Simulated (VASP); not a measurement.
# Sb2Pt in VASP: further runs

The runs below take Sb2Pt through single point, with PBE.

All numbers are computed with VASP 6.6.1; they aren't measurements. Logs are shortened: lines on timing, memory, paths and dates and some standing lists are left out, and cuts for length are marked.

## Step 1: The cell of the first run

It takes space group Pa-3 (No. 205, cubic). The conventional cell has a = 6.442 Å, b = 6.442 Å, c = 6.442 Å, α = 90.00°, β = 90.00°, γ = 90.00°. Within 3.5 Å of Pt (site symmetry -3) lie 6 Sb at 2.67 Å. Within 3.7 Å of Sb (site symmetry 3) lie 3 Pt at 2.67 Å and 7 Sb at 2.78 to 3.60 Å.

## Step 2: Single point, PBE

INCAR reads:

```
PREC     = Accurate       # precision mode
ENCUT    = 520            # plane-wave cutoff, eV
EDIFF    = 1E-6           # SCF threshold, eV
ISMEAR   = -1             # smearing method
SIGMA    = 0.05           # smearing width, eV
LREAL    = False          # projectors in reciprocal space
LASPH    = True           # aspherical terms in the spheres
NELM     = 60             # most SCF steps
ALGO     = Normal         # electronic algorithm
ISIF     = 2              # what is computed and relaxed
LWAVE    = False          # write WAVECAR
LCHARG   = False          # write CHGCAR
GGA      = PE             # functional
NBANDS   = 52             # bands
```

KPOINTS reads:

```
Automatic mesh
0
Gamma
  4 4 4
```

POSCAR reads:

```
Sb2Pt
1.0
    6.4423000000      0.0000000000      0.0000000000
    0.0000000000      6.4423000000      0.0000000000
    0.0000000000      0.0000000000      6.4423000000
Pt Sb
4 8
Direct
    0.0000000000      0.5000000000      0.5000000000
    0.5000000000      0.5000000000      0.0000000000
    0.5000000000      0.0000000000      0.5000000000
    0.0000000000      0.0000000000      0.0000000000
    0.3753000000      0.1247000000      0.8753000000
    0.1247000000      0.8753000000      0.3753000000
    0.8753000000      0.3753000000      0.1247000000
    0.6247000000      0.6247000000      0.6247000000
    0.6247000000      0.8753000000      0.1247000000
    0.8753000000      0.1247000000      0.6247000000
    0.1247000000      0.6247000000      0.8753000000
    0.3753000000      0.3753000000      0.3753000000
```

Potentials or basis: VASP PAW PBE potentials, release 64 (Pt, Sb).

Started as:

```
> cat potpaw_PBE.64/Pt/POTCAR potpaw_PBE.64/Sb/POTCAR > POTCAR
> mpirun -np 1 vasp_std > vasp.out
```

OUTCAR:

```text
PREC = Accurate
   ENCUT = 520
   EDIFF = 1E-6
   ISMEAR = -1
   LREAL = False
   LASPH = True
   NELM = 60
   ISIF = 2
   GGA = PE

 ion  position               nearest neighbor table
   1  0.000  0.500  0.500-   6 2.67   7 2.67   8 2.67  10 2.67  11 2.67  12 2.67
   2  0.500  0.500  0.000-   5 2.67   7 2.67   8 2.67   9 2.67  11 2.67  12 2.67
   3  0.500  0.000  0.500-   5 2.67   6 2.67   8 2.67   9 2.67  10 2.67  12 2.67
   4  0.000  0.000  0.000-   5 2.67   6 2.67   7 2.67   9 2.67  10 2.67  11 2.67
   5  0.375  0.125  0.875-   2 2.67   3 2.67   4 2.67   9 2.78  10 3.60  11 3.60  12 3.60  12 3.60
                            11 3.60  10 3.60
   6  0.125  0.875  0.375-   1 2.67   3 2.67   4 2.67  10 2.78   9 3.60  11 3.60  12 3.60  11 3.60
                            12 3.60   9 3.60
   7  0.875  0.375  0.125-   1 2.67   2 2.67   4 2.67  11 2.78  10 3.60   9 3.60  12 3.60  10 3.60
                             9 3.60  12 3.60
   8  0.625  0.625  0.625-   1 2.67   2 2.67   3 2.67  12 2.78  10 3.60  11 3.60   9 3.60   9 3.60
                            10 3.60  11 3.60
   9  0.625  0.875  0.125-   2 2.67   3 2.67   4 2.67   5 2.78   6 3.60   7 3.60   8 3.60   8 3.60
                             7 3.60   6 3.60
  10  0.875  0.125  0.625-   1 2.67   3 2.67   4 2.67   6 2.78   5 3.60   7 3.60   8 3.60   7 3.60
                             8 3.60   5 3.60
  11  0.125  0.625  0.875-   1 2.67   2 2.67   4 2.67   7 2.78   6 3.60   5 3.60   8 3.60   6 3.60
                             5 3.60   8 3.60
  12  0.375  0.375  0.375-   1 2.67   2 2.67   3 2.67   8 2.78   6 3.60   7 3.60   5 3.60   5 3.60
                             6 3.60   7 3.60

  LATTYP: Found a simple cubic cell.
 ALAT       =     6.4423000000

  Lattice vectors:

 A1 = (   6.4423000000,   0.0000000000,   0.0000000000)
 A2 = (   0.0000000000,   6.4423000000,   0.0000000000)
 A3 = (   0.0000000000,   0.0000000000,   6.4423000000)

Analysis of symmetry for initial positions (statically):
=====================================================================
 Subroutine PRICEL returns:
 Original cell was already a primitive cell.

 Routine SETGRP: Setting up the symmetry group for a
 simple cubic supercell.

 Subroutine GETGRP returns: Found 24 space group operations
 (whereof  6 operations were pure point group operations)
 out of a pool of 48 trial point group operations.

The static configuration has the point symmetry S_6 .
 The point group associated with its full space group is T_h .

Analysis of symmetry for dynamics (positions and initial velocities):
=====================================================================
 Subroutine PRICEL returns:
 Original cell was already a primitive cell.

 Routine SETGRP: Setting up the symmetry group for a
 simple cubic supercell.

 Subroutine GETGRP returns: Found 24 space group operations
 (whereof  6 operations were pure point group operations)
 out of a pool of 48 trial point group operations.

The dynamic configuration has the point symmetry S_6 .
 The point group associated with its full space group is T_h .

 Subroutine INISYM returns: Found 24 space group operations
 (whereof  6 operations are pure point group operations),
 and found     1 'primitive' translations

----------------------------------------------------------------------------------------

                                     Primitive cell

  volume of cell :     267.3763

  direct lattice vectors                    reciprocal lattice vectors
     6.442300000  0.000000000  0.000000000     0.155224066  0.000000000  0.000000000
     0.000000000  6.442300000  0.000000000     0.000000000  0.155224066  0.000000000
     0.000000000  0.000000000  6.442300000     0.000000000  0.000000000  0.155224066

  length of vectors
     6.442300000  6.442300000  6.442300000     0.155224066  0.155224066  0.155224066

  position of ions in fractional coordinates (direct lattice)
     0.000000000  0.500000000  0.500000000
     0.500000000  0.500000000  0.000000000
     0.500000000  0.000000000  0.500000000
     0.000000000  0.000000000  0.000000000
     0.375300000  0.124700000  0.875300000
     0.124700000  0.875300000  0.375300000
     0.875300000  0.375300000  0.124700000
     0.624700000  0.624700000  0.624700000
     0.624700000  0.875300000  0.124700000
     0.875300000  0.124700000  0.624700000
     0.124700000  0.624700000  0.875300000
[... 28 lines left out ...]
     0.038806016  0.000000000  0.000000000     0.250000000  0.000000000  0.000000000
     0.000000000  0.038806016  0.000000000     0.000000000  0.250000000  0.000000000
     0.000000000  0.000000000  0.038806016     0.000000000  0.000000000  0.250000000

  Length of vectors
     0.038806016  0.038806016  0.038806016

  Shift w.r.t. Gamma in fractional coordinates (k-lattice)
     0.000000000  0.000000000  0.000000000

 Subroutine IBZKPT returns following result:
 ===========================================

 Found     11 irreducible k-points:

 Following reciprocal coordinates:
            Coordinates               Weight
  0.000000  0.000000  0.000000      1.000000
  0.250000  0.000000  0.000000      6.000000
  0.500000  0.000000  0.000000      3.000000
  0.250000  0.250000  0.000000     12.000000
  0.500000  0.250000  0.000000      6.000000
 -0.250000  0.500000  0.000000      6.000000
  0.500000  0.500000  0.000000      3.000000
  0.250000  0.250000  0.250000      8.000000
  0.500000  0.250000  0.250000     12.000000
  0.500000  0.500000  0.250000      6.000000
  0.500000  0.500000  0.500000      1.000000
   k-points           NKPTS =     11   k-points in BZ     NKDIM =     11   number of bands    NBANDS=     52
   number of dos      NEDOS =    301   number of ions     NIONS =     12
   total plane-waves  NPLWV = 110592
   dimension x,y,z NGX =    48 NGY =   48 NGZ =   48
   dimension x,y,z NGXF=    96 NGYF=   96 NGZF=   96
   ions per type =               4   8
   NGX,Y,Z   is equivalent  to a cutoff of  12.39, 12.39, 12.39 a.u.
   NGXF,Y,Z  is equivalent  to a cutoff of  24.77, 24.77, 24.77 a.u.
 SYSTEM =  unknown system
   PREC   = accura    normal or accurate (medium, high low for compatibility)
   ISTART =      0    job   : 0-new  1-cont  2-samecut
   ICHARG =      2    charge: 1-file 2-atom 10-const
   ISPIN  =      1    spin polarized calculation?
   LNONCOLLINEAR =      F non collinear calculations
   LSORBIT =      F    spin-orbit coupling
   LASPH  =      T    aspherical Exc in radial PAW
   ENCUT  =  520.0 eV  38.22 Ry    6.18 a.u.  11.98 11.98 11.98*2*pi/ulx,y,z
   NELM   =     60;   NELMIN=  2; NELMDL= -5     # of ELM steps
   EDIFF  = 0.1E-05   stopping-criterion for ELM
   LREAL  =      F    real-space projection
   EDIFFG = 0.1E-04   stopping-criterion for IOM
   NSW    =      0    number of steps for IOM
   IBRION =     -1    ionic relax: 0-MD 1-quasi-New 2-CG
   NFREE  =      0    steps in history (QN), initial steepest desc. (CG)
   ISIF   =      2    stress and relaxation
   ISYM   =      2    0-nonsym 1-usesym 2-fastsym
   POTIM  = 0.5000    time-step for ionic-motion
   TEBEG  =    0.0;   TEEND  =   0.0 temperature during run
   PSTRESS=    0.0 pullay stress
   NELECT =      80.0000    total number of electrons
   NUPDOWN=      -1.0000    fix difference up-down
   EMIN   =  10.00;   EMAX   =-10.00  energy-range for DOS
   EFERMI =   0.00;   METHOD = LEGACY
   ISMEAR =    -1;   SIGMA  =   0.05  broadening in eV -4-tet -1-fermi 0-gaus
   EFERMI_NEDOS =   21; number of points for ismear=-14 and -15
   IALGO  =     38    algorithm
   IMIX   =      4    mixing-type and parameters
     AMIX     =   0.40;   BMIX     =  1.00
     AMIX_MAG =   1.60;   BMIX_MAG =  1.00
  volume/ion in A,a.u.               =      22.28       150.36
  Fermi-wavevector in a.u.,A,eV,Ry     =   1.094957  2.069169 16.312456  1.198932
  Thomas-Fermi vector in A             =   2.231272
   LORBIT       =      0    0 simple, 1 ext, 2 COOP (PROOUT), +10 PAW based schemes
   GGA     = PE    functional components
   LHFCALC =     F    Hartree Fock is set to
   AEXX    =    0.0000 exact exchange contribution
   IVDW    =     0    specifies the selected vdW correction
   LEPSILON=     F    determine dielectric tensor
   LRPA    =     F    only Hartree local field effects (RPA)
 non-spin polarized calculation
  energy-cutoff  :      520.00
  volume of cell :      267.38
 maximum number of plane-waves:      7248
   NGX = 23   NGY = 23   NGZ = 23

 number of electron      80.0000001 magnetization

 Free energy of the ion-electron system (eV)
  ---------------------------------------------------
  ext. energy  EPLUGINS =         0.00000000
  ---------------------------------------------------
  free energy    TOTEN  =       -63.03610880 eV

  energy without entropy =      -63.01797983  energy(sigma->0) =      -63.02704432

 E-fermi :   9.3935     XC(G=0): -10.9725

 val. band max:        9.3747481785   @ k =   0.0000   0.0000   0.0000
 cond. band min:       9.4296752708   @ k =   0.2500   0.0000   0.0000
 fundamental gap:      0.0549270923
 Fermi energy:         9.3934507893

 k-point     1 :       0.0000    0.0000    0.0000
  band No.  band energies     occupation
      1      -3.4496      2.00000
      2      -1.1731      2.00000
      3      -1.1731      2.00000
      4      -1.1731      2.00000
      5       0.3611      2.00000
      6       0.3611      2.00000
[... 594 lines left out ...]
     51      12.1090      0.00000
     52      12.1090      0.00000

------------------------ aborting loop because EDIFF is reached ----------------------------------------

  FORCE on cell =-STRESS in cart. coord.  units (eV):
  Direction    XX          YY          ZZ          XY          YZ          ZX
  --------------------------------------------------------------------------------------
  -------------------------------------------------------------------------------------
  Total        9.9190928      9.9190928      9.9190928      0.0000000      0.0000000     -0.0000000
  in kB       59.4373858     59.4373858     59.4373858      0.0000000      0.0000000     -0.0000000
  external PRESSURE =      59.4373858 kB  Pullay stress =       0.0000000 kB

 VOLUME and BASIS-vectors are now :
 -----------------------------------------------------------------------------
  energy-cutoff  :      520.00
  volume of cell :      267.38
      direct lattice vectors                 reciprocal lattice vectors
     6.442300000  0.000000000  0.000000000     0.155224066  0.000000000  0.000000000
     0.000000000  6.442300000  0.000000000     0.000000000  0.155224066  0.000000000
     0.000000000  0.000000000  6.442300000     0.000000000  0.000000000  0.155224066

 POSITION                                       TOTAL-FORCE (eV/Angst)
 -----------------------------------------------------------------------------------
      0.00000      3.22115      3.22115         0.000000     -0.000000      0.000000
      3.22115      3.22115      0.00000         0.000000     -0.000000      0.000000
      3.22115      0.00000      3.22115         0.000000     -0.000000      0.000000
      0.00000      0.00000      0.00000         0.000000     -0.000000      0.000000
      2.41780      0.80335      5.63895        -0.090642      0.090642     -0.090642
      0.80335      5.63895      2.41780         0.090642     -0.090642     -0.090642
      5.63895      2.41780      0.80335        -0.090642     -0.090642      0.090642
      4.02450      4.02450      4.02450         0.090642      0.090642      0.090642
      4.02450      5.63895      0.80335         0.090642     -0.090642      0.090642
      5.63895      0.80335      4.02450        -0.090642      0.090642      0.090642
      0.80335      4.02450      5.63895         0.090642      0.090642     -0.090642
      2.41780      2.41780      2.41780        -0.090642     -0.090642     -0.090642
 -----------------------------------------------------------------------------------
    total drift:                               -0.000000      0.000000     -0.000000

  FREE ENERGIE OF THE ION-ELECTRON SYSTEM (eV)
  ---------------------------------------------------
  free  energy   TOTEN  =       -63.0361087990 eV

  energy  without entropy=      -63.0179798331  energy(sigma->0) =      -63.02704432
```

Wall time 2.7 min (1 thread of Intel Xeon Platinum 8259CL at 2.50GHz (Skylake/Cascade Lake), shared host); peak memory 0.39 GiB.

Results:

- Free energy: -63.0361 eV
- Pressure: 5.9 GPa
- Largest force: 0.157 eV/Å
- Band gap on the k mesh: zero (bands 40 and 41 overlap by 0.08 eV)

Forces in eV/Å, atoms in the order of the input:
```
Pt   0.000  0.000  0.000
Pt   0.000  0.000  0.000
Pt   0.000  0.000  0.000
Pt   0.000  0.000  0.000
Sb  -0.091  0.091 -0.091
Sb   0.091 -0.091 -0.091
Sb  -0.091 -0.091  0.091
Sb   0.091  0.091  0.091
Sb   0.091 -0.091  0.091
Sb  -0.091  0.091  0.091
Sb   0.091  0.091 -0.091
Sb  -0.091 -0.091 -0.091
```

Caveat: the cell stands under pressure; spin-orbit coupling is left out, which moves the levels of the heavy elements.

## Step 3: Single point, PBE (atoms moved at random)

INCAR reads:

```
SYSTEM = Sb2Pt
  PREC = Accurate
  ENCUT = 520
  EDIFF = 1E-6
  ISMEAR = -1
  SIGMA = 0.05
  LREAL = .FALSE.
  LASPH = .TRUE.
  NELM = 100
  ALGO = Normal
  ISIF = 2
  LWAVE = .FALSE.
  LCHARG = .FALSE.
  GGA = PE
  NBANDS = 52
```

KPOINTS reads:

```
regular mesh
0
G
  4 4 4
  0 0 0
```

POSCAR reads:

```
Sb2Pt
1.0
    6.4423000000      0.0000000000      0.0000000000
    0.0000000000      6.4423000000      0.0000000000
    0.0000000000      0.0000000000      6.4423000000
Pt Sb
4 8
Direct
    0.0011840000      0.5004660000      0.5003900000
    0.5045390000      0.4937170000      0.0004620000
    0.4999730000     -0.0054180000      0.4941180000
   -0.0059110000      0.0010270000     -0.0021370000
    0.3758370000      0.1212580000      0.8714510000
    0.1251640000      0.8766560000      0.3849250000
    0.8792830000      0.3737140000      0.1184580000
    0.6201040000      0.6283350000      0.6287470000
    0.6311610000      0.8816250000      0.1213130000
    0.8829270000      0.1269850000      0.6230410000
    0.1198190000      0.6274400000      0.8785490000
    0.3849650000      0.3799750000      0.3750020000
```

Potentials or basis: VASP PAW PBE potentials, release 64 (Pt, Sb).

Started as:

```
> cat potpaw_PBE.64/Pt/POTCAR potpaw_PBE.64/Sb/POTCAR > POTCAR
> mpirun -np 1 vasp_std > vasp.out
```

Wall time 8.3 min (1 thread of Intel Xeon Platinum 8259CL at 2.50GHz (Skylake/Cascade Lake), shared host); peak memory 0.56 GiB.

Results (log left out):

```yaml
Free_energy: -62.8178 eV
Pressure: 6.4 GPa
Largest_force: 1.030 eV/Å
Band_gap_on_the_k_mesh: zero (bands 40 and 41 overlap by 0.10 eV)
```

Forces in eV/Å, atoms in the order of the input:
```
Pt  -0.002  0.052 -0.102
Pt  -0.327  0.605 -0.148
Pt   0.349  0.675  0.353
Pt   0.919 -0.054  0.226
Sb  -0.159  0.211 -0.062
Sb   0.114 -0.390 -0.946
Sb  -0.275  0.014  0.744
Sb   0.656 -0.118  0.033
Sb  -0.557 -0.777  0.205
Sb  -0.831  0.263  0.121
Sb   0.681  0.005 -0.349
Sb  -0.568 -0.486 -0.074
```

Stress tensor (GPa, compression positive):
```
 6.14  0.26 -0.79
 0.26  6.77 -0.18
-0.79 -0.18  6.39
```

Levels at points of the mesh, in eV from the Fermi level:
```
           k point  band 36  band 37  band 38  band 39  band 40  band 41  band 42  band 43  band 44  band 45
(0.00, 0.00, 0.00)    -2.42    -2.01    -0.71    -0.62    -0.59    -0.01     0.02     0.04     1.05     3.18
(0.50, 0.00, 0.00)    -1.90    -1.49    -1.43    -0.72    -0.68     0.80     0.81     1.44     1.50     2.20
(0.00, 0.50, 0.00)    -1.86    -1.53    -1.48    -0.75    -0.70     0.77     0.81     1.50     1.53     2.23
(0.00, 0.00, 0.50)    -1.94    -1.53    -1.41    -0.75    -0.68     0.73     0.89     1.45     1.53     2.21
(0.50, 0.50, 0.00)    -1.81    -0.84    -0.78    -0.75    -0.69     1.66     1.71     1.72     1.74     1.83
(0.00, 0.50, 0.50)    -1.81    -0.87    -0.76    -0.74    -0.73     1.66     1.70     1.70     1.75     1.79
(0.50, 0.00, 0.50)    -1.83    -0.86    -0.75    -0.73    -0.68     1.63     1.65     1.72     1.74     1.77
(0.50, 0.50, 0.50)    -1.15    -0.81    -0.75    -0.67    -0.58    -0.06    -0.06    -0.03    -0.01     2.37
```

Caveat: the cell differs from its parent crystal (atoms moved at random); the cell stands under pressure; spin-orbit coupling is left out, which moves the levels of the heavy elements; forces of over 1 eV/Å act on the atoms, so gaps and moduli don't describe the material at rest.
